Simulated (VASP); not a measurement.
# BeS3 (Pm-3m) in VASP: notebook

Runs on BeS3. Level: PBE. Tasks: relaxation of cell and atoms, single point.

All numbers are computed with VASP 6.6.1; they aren't measurements. Logs are shortened: lines on timing, memory, paths and dates and some standing lists are left out, and cuts for length are marked.

## (1) The cell of the first run

The structure is cubic, space group Pm-3m (No. 221). Conventional cell: a = 4.104 Å, b = 4.104 Å, c = 4.104 Å, α = 90.00°, β = 90.00°, γ = 90.00°. Within 3.8 Å of Be (site symmetry m-3m) lie 12 S at 2.90 Å. Within 3.8 Å of S (site symmetry 4/mmm) lie 4 Be at 2.90 Å and 8 S at 2.90 Å.

## (2) Relaxation of cell and atoms, PBE

Input file INCAR:

```
PREC     = Accurate       # precision mode
ENCUT    = 600            # plane-wave cutoff, eV
EDIFF    = 1E-7           # SCF threshold, eV
ISMEAR   = 0              # smearing method
SIGMA    = 0.1            # smearing width, eV
LREAL    = False          # projectors in reciprocal space
LASPH    = True           # aspherical terms in the spheres
NELM     = 80             # most SCF steps
ALGO     = Normal         # electronic algorithm
ISIF     = 3              # what is computed and relaxed
LWAVE    = False          # write WAVECAR
LCHARG   = False          # write CHGCAR
GGA      = PE             # functional
IBRION   = 2              # ionic algorithm
NSW      = 90             # ionic steps
EDIFFG   = -0.04          # ionic threshold
```

Input file KPOINTS:

```
Automatic mesh
0
Gamma
  4 4 4
```

Input file POSCAR:

```
BeS3
1.0
    4.1038207023      0.0000000000      0.0000000000
    0.0000000000      4.1038207023      0.0000000000
    0.0000000000      0.0000000000      4.1038207023
Be S
1 3
Direct
    0.0000000000      0.0000000000      0.0000000000
    0.0000000000      0.5000000000      0.5000000000
    0.5000000000      0.0000000000      0.5000000000
    0.5000000000      0.5000000000      0.0000000000
```

Potentials or basis: VASP PAW PBE potentials, release 64 (Be, S).

Launch:

```console
$ cat potpaw_PBE.64/Be/POTCAR potpaw_PBE.64/S/POTCAR > POTCAR
$ mpirun -np 1 vasp_std > vasp.out
```

OUTCAR:

```text
PREC = Accurate
   ENCUT = 600
   EDIFF = 1E-7
   ISMEAR = 0
   LREAL = False
   LASPH = True
   NELM = 80
   ISIF = 3
   GGA = PE
   IBRION = 2
   NSW = 90
   EDIFFG = -0.04

 ion  position               nearest neighbor table
   1  0.000  0.000  0.000-
   2  0.000  0.500  0.500-
   3  0.500  0.000  0.500-
   4  0.500  0.500  0.000-

  LATTYP: Found a simple cubic cell.
 ALAT       =     4.1038207023

  Lattice vectors:

 A1 = (   4.1038207023,   0.0000000000,   0.0000000000)
 A2 = (   0.0000000000,   4.1038207023,   0.0000000000)
 A3 = (   0.0000000000,   0.0000000000,   4.1038207023)

Analysis of symmetry for initial positions (statically):
=====================================================================
 Subroutine PRICEL returns:
 Original cell was already a primitive cell.

 Routine SETGRP: Setting up the symmetry group for a
 simple cubic supercell.

 Subroutine GETGRP returns: Found 48 space group operations
 (whereof 48 operations were pure point group operations)
 out of a pool of 48 trial point group operations.

The static configuration has the point symmetry O_h .

Analysis of symmetry for dynamics (positions and initial velocities):
=====================================================================
 Subroutine PRICEL returns:
 Original cell was already a primitive cell.

 Routine SETGRP: Setting up the symmetry group for a
 simple cubic supercell.

 Subroutine GETGRP returns: Found 48 space group operations
 (whereof 48 operations were pure point group operations)
 out of a pool of 48 trial point group operations.

The dynamic configuration has the point symmetry O_h .

 Subroutine INISYM returns: Found 48 space group operations
 (whereof 48 operations are pure point group operations),
 and found     1 'primitive' translations

----------------------------------------------------------------------------------------

                                     Primitive cell

  volume of cell :      69.1139

  direct lattice vectors                    reciprocal lattice vectors
     4.103820702  0.000000000  0.000000000     0.243675363  0.000000000  0.000000000
     0.000000000  4.103820702  0.000000000     0.000000000  0.243675363  0.000000000
     0.000000000  0.000000000  4.103820702     0.000000000  0.000000000  0.243675363

  length of vectors
     4.103820702  4.103820702  4.103820702     0.243675363  0.243675363  0.243675363

  position of ions in fractional coordinates (direct lattice)
     0.000000000  0.000000000  0.000000000
     0.000000000  0.500000000  0.500000000
     0.500000000  0.000000000  0.500000000
     0.500000000  0.500000000  0.000000000

  ion indices of the primitive-cell ions
   primitive index   ion index
                 1           1
                 2           2
                 3           3
                 4           4

----------------------------------------------------------------------------------------

 KPOINTS: Automatic mesh

Automatic generation of k-mesh.
 Grid dimensions read from file:
 generate k-points for:    4    4    4

 Generating k-lattice:

  Cartesian coordinates                     Fractional coordinates (reciprocal lattice)
     0.060918841  0.000000000  0.000000000     0.250000000  0.000000000  0.000000000
     0.000000000  0.060918841  0.000000000     0.000000000  0.250000000  0.000000000
     0.000000000  0.000000000  0.060918841     0.000000000  0.000000000  0.250000000

  Length of vectors
     0.060918841  0.060918841  0.060918841

  Shift w.r.t. Gamma in fractional coordinates (k-lattice)
     0.000000000  0.000000000  0.000000000

 Subroutine IBZKPT returns following result:
 ===========================================

 Found     10 irreducible k-points:

 Following reciprocal coordinates:
            Coordinates               Weight
  0.000000  0.000000  0.000000      1.000000
  0.250000  0.000000  0.000000      6.000000
  0.500000  0.000000  0.000000      3.000000
  0.250000  0.250000  0.000000     12.000000
  0.500000  0.250000  0.000000     12.000000
  0.500000  0.500000  0.000000      3.000000
  0.250000  0.250000  0.250000      8.000000
  0.500000  0.250000  0.250000     12.000000
  0.500000  0.500000  0.250000      6.000000
  0.500000  0.500000  0.500000      1.000000
   k-points           NKPTS =     10   k-points in BZ     NKDIM =     10   number of bands    NBANDS=     14
   number of dos      NEDOS =    301   number of ions     NIONS =      4
   total plane-waves  NPLWV =  46656
   dimension x,y,z NGX =    36 NGY =   36 NGZ =   36
   dimension x,y,z NGXF=    72 NGYF=   72 NGZF=   72
   ions per type =               1   3
   NGX,Y,Z   is equivalent  to a cutoff of  14.58, 14.58, 14.58 a.u.
   NGXF,Y,Z  is equivalent  to a cutoff of  29.17, 29.17, 29.17 a.u.
 SYSTEM =  unknown system
   PREC   = accura    normal or accurate (medium, high low for compatibility)
   ISTART =      0    job   : 0-new  1-cont  2-samecut
   ICHARG =      2    charge: 1-file 2-atom 10-const
   ISPIN  =      1    spin polarized calculation?
   LNONCOLLINEAR =      F non collinear calculations
   LSORBIT =      F    spin-orbit coupling
   LASPH  =      T    aspherical Exc in radial PAW
   ENCUT  =  600.0 eV  44.10 Ry    6.64 a.u.   8.20  8.20  8.20*2*pi/ulx,y,z
   NELM   =     80;   NELMIN=  2; NELMDL= -5     # of ELM steps
   EDIFF  = 0.1E-06   stopping-criterion for ELM
   LREAL  =      F    real-space projection
   EDIFFG = -.4E-01   stopping-criterion for IOM
   NSW    =     90    number of steps for IOM
   IBRION =      2    ionic relax: 0-MD 1-quasi-New 2-CG
   NFREE  =      1    steps in history (QN), initial steepest desc. (CG)
   ISIF   =      3    stress and relaxation
   ISYM   =      2    0-nonsym 1-usesym 2-fastsym
   POTIM  = 0.5000    time-step for ionic-motion
   TEBEG  =    0.0;   TEEND  =   0.0 temperature during run
   PSTRESS=    0.0 pullay stress
   NELECT =      20.0000    total number of electrons
   NUPDOWN=      -1.0000    fix difference up-down
   EMIN   =  10.00;   EMAX   =-10.00  energy-range for DOS
   EFERMI =   0.00;   METHOD = LEGACY
   ISMEAR =     0;   SIGMA  =   0.10  broadening in eV -4-tet -1-fermi 0-gaus
   EFERMI_NEDOS =   21; number of points for ismear=-14 and -15
   IALGO  =     38    algorithm
   IMIX   =      4    mixing-type and parameters
     AMIX     =   0.40;   BMIX     =  1.00
     AMIX_MAG =   1.60;   BMIX_MAG =  1.00
  volume/ion in A,a.u.               =      17.28       116.60
  Fermi-wavevector in a.u.,A,eV,Ry     =   1.082837  2.046265 15.953323  1.172536
  Thomas-Fermi vector in A             =   2.218888
   LORBIT       =      0    0 simple, 1 ext, 2 COOP (PROOUT), +10 PAW based schemes
   GGA     = PE    functional components
   LHFCALC =     F    Hartree Fock is set to
   AEXX    =    0.0000 exact exchange contribution
   IVDW    =     0    specifies the selected vdW correction
   LEPSILON=     F    determine dielectric tensor
   LRPA    =     F    only Hartree local field effects (RPA)
 conjugate gradient relaxation of ions
 non-spin polarized calculation
 Gauss-broadening in eV      SIGMA  =   0.10
  energy-cutoff  :      600.00
  volume of cell :       69.11
 maximum number of plane-waves:      2325
 NGX is ok and might be reduce to    36
   NGX = 17   NGY = 17   NGZ = 17

--------------------------------------- Ionic step        1  -------------------------------------------

 number of electron      19.9999999 magnetization

 Free energy of the ion-electron system (eV)
  ---------------------------------------------------
  ext. energy  EPLUGINS =         0.00000000
  ---------------------------------------------------
  free energy    TOTEN  =       -11.55324363 eV

  energy without entropy =      -11.53321356  energy(sigma->0) =      -11.54322859

------------------------ aborting loop because EDIFF is reached ----------------------------------------

  FORCE on cell =-STRESS in cart. coord.  units (eV):
  Direction    XX          YY          ZZ          XY          YZ          ZX
  --------------------------------------------------------------------------------------
  -------------------------------------------------------------------------------------
  Total       -3.1870553     -3.1870553     -3.1870553      0.0000000     -0.0000000     -0.0000000
  in kB      -73.8813885    -73.8813885    -73.8813885      0.0000000     -0.0000000     -0.0000000
  external PRESSURE =     -73.8813885 kB  Pullay stress =       0.0000000 kB
[... 61 lines left out ...]
  energy  without entropy=      -11.7475746566  energy(sigma->0) =      -11.75736616

--------------------------------------- Ionic step        3  -------------------------------------------

 number of electron      20.0000003 magnetization

 Free energy of the ion-electron system (eV)
  ---------------------------------------------------
  ext. energy  EPLUGINS =         0.00000000
  ---------------------------------------------------
  free energy    TOTEN  =       -11.77033061 eV

  energy without entropy =      -11.74981649  energy(sigma->0) =      -11.76007355

 E-fermi :   7.2962     XC(G=0): -10.6676

 val. band max:        7.2111124221   @ k =   0.5000   0.2500   0.0000
 cond. band min:       7.3132623173   @ k =   0.2500   0.2500   0.2500
 fundamental gap:      0.1021498951
 Fermi energy:         7.2962478311

 k-point     1 :       0.0000    0.0000    0.0000
  band No.  band energies     occupation
      1      -9.3768      2.00000
      2      -3.9827      2.00000
      3      -3.9827      2.00000
      4       0.8899      2.00000
      5       0.8899      2.00000
      6       0.8899      2.00000
      7       5.8896      2.00000
      8       6.1410      2.00000
      9       6.1410      2.00000
     10       6.1410      2.00000
     11       8.0338      0.00000
     12       8.0338      0.00000
     13       8.0338      0.00000
     14      13.1404      0.00000
[... 182 lines left out ...]
  FREE ENERGIE OF THE ION-ELECTRON SYSTEM (eV)
  ---------------------------------------------------
  free  energy   TOTEN  =       -11.7703306111 eV

  energy  without entropy=      -11.7498164939  energy(sigma->0) =      -11.76007355

 reached required accuracy - stopping structural energy minimisation
```

Run time: 15 s. Hardware: 1 thread of Intel Xeon 6975P-C (Granite Rapids), shared host; peak memory 0.2 GiB.

Results:

```yaml
Free_energy: -11.7703 eV
Relaxed_volume: 15.14 Å³/atom
Relaxed_cell: a = 3.927 Å, b = 3.927 Å, c = 3.927 Å, α = 90.00°, β = 90.00°, γ = 90.00°
Space_group_after_relaxing_to_0.05_Å: Pm-3m (No. 221)
Energy_gained_by_relaxing: 54.3 meV/atom
Ionic_steps: 3
Pressure_after_relaxing: -0.1 GPa
Band_gap_on_the_k_mesh: zero (band 10 reaches 8.97 eV, above the bottom of band 11 at 6.49 eV)
```

Step by step:
```csv
step,energy change (eV),largest force (eV/Å),pressure (GPa),volume (Å³)
1,0.0000,0.0000,-7.39,69.11
2,-0.2139,0.0000,-1.03,61.45
3,-0.2171,0.0000,-0.08,60.54
```

Final structure:
```xyz
4
Lattice="3.9266 0.0000 0.0000 0.0000 3.9266 0.0000 0.0000 0.0000 3.9266" Properties=species:S:1:pos:R:3 pbc="T T T"
Be    0.0000    0.0000    0.0000
S     0.0000    1.9633    1.9633
S     1.9633    0.0000    1.9633
S     1.9633    1.9633    0.0000
```

Caveat: the k points lie up to 0.40 Å⁻¹ apart in the final cell.

## (3) Single point, PBE

This run uses another cell than the first one, of 14.97 Å³/atom, 0.866 times its volume.

Input file INCAR:

```
ALGO = Normal
EDIFF = 1E-6
ENCUT = 520
GGA = PE
ISIF = 2
ISMEAR = 0
LASPH = True
LCHARG = True
LELF = True
LREAL = False
LVHAR = True
LWAVE = False
NBANDS = 18
NELM = 60
PREC = Accurate
SIGMA = 0.1
```

Input file KPOINTS:

```
k-points
0
Gamma
  12 12 12
```

Input file POSCAR:

```
BeS3
1.0
    3.9120641935      0.0000000000      0.0000000000
    0.0000000000      3.9120641935      0.0000000000
    0.0000000000      0.0000000000      3.9120641935
Be S
1 3
Direct
    0.0000000000      0.0000000000      0.0000000000
    0.0000000000      0.5000000000      0.5000000000
    0.5000000000      0.0000000000      0.5000000000
    0.5000000000      0.5000000000      0.0000000000
```

Potentials or basis: VASP PAW PBE potentials, release 64 (Be, S).

Launch:

```console
$ cat potpaw_PBE.64/Be/POTCAR potpaw_PBE.64/S/POTCAR > POTCAR
$ mpirun -np 1 vasp_std > vasp.out
```

OUTCAR:

```text
EDIFF = 1E-6
   ENCUT = 520
   GGA = PE
   ISIF = 2
   ISMEAR = 0
   LASPH = True
   LREAL = False
   NELM = 60
   PREC = Accurate

 ion  position               nearest neighbor table
   1  0.000  0.000  0.000-
   2  0.000  0.500  0.500-   3 2.77   4 2.77   4 2.77   3 2.77   3 2.77   4 2.77   4 2.77   3 2.77

   3  0.500  0.000  0.500-   2 2.77   4 2.77   4 2.77   2 2.77   4 2.77   4 2.77   2 2.77   2 2.77

   4  0.500  0.500  0.000-   2 2.77   3 2.77   2 2.77   3 2.77   3 2.77   3 2.77   2 2.77   2 2.77
[... 697 lines left out ...]
     17      16.1318      0.00000
     18      17.9049      0.00000

 [... further k-points ...]
[... 5 lines left out ...]
  --------------------------------------------------------------------------------------
  -------------------------------------------------------------------------------------
  Total       -0.0367043     -0.0367043     -0.0367043     -0.0000000      0.0000000      0.0000000
  in kB       -0.9822218     -0.9822218     -0.9822218     -0.0000000      0.0000000      0.0000000
  external PRESSURE =      -0.9822218 kB  Pullay stress =       0.0000000 kB

 VOLUME and BASIS-vectors are now :
 -----------------------------------------------------------------------------
  energy-cutoff  :      520.00
  volume of cell :       59.87
      direct lattice vectors                 reciprocal lattice vectors
     3.912064194  0.000000000  0.000000000     0.255619527  0.000000000  0.000000000
     0.000000000  3.912064194  0.000000000     0.000000000  0.255619527  0.000000000
     0.000000000  0.000000000  3.912064194     0.000000000  0.000000000  0.255619527

 POSITION                                       TOTAL-FORCE (eV/Angst)
 -----------------------------------------------------------------------------------
      0.00000      0.00000      0.00000         0.000000      0.000000      0.000000
      0.00000      1.95603      1.95603         0.000000      0.000000      0.000000
      1.95603      0.00000      1.95603         0.000000      0.000000      0.000000
      1.95603      1.95603      0.00000         0.000000      0.000000      0.000000
 -----------------------------------------------------------------------------------
    total drift:                                0.000000      0.000000     -0.000000

  FREE ENERGIE OF THE ION-ELECTRON SYSTEM (eV)
  ---------------------------------------------------
  free  energy   TOTEN  =       -11.9087323145 eV

  energy  without entropy=      -11.8937047884  energy(sigma->0) =      -11.90121855
```

Wall time 31 s (1 thread of Intel Xeon 6975P-C (Granite Rapids), shared host); peak memory 0.21 GiB.

What came out:

- Free energy: -11.9087 eV
- Pressure: -0.1 GPa
- Band gap on the k mesh: zero (band 10 reaches 9.14 eV, above the bottom of band 11 at 6.61 eV)

(Part 1 of 2 ends here.)
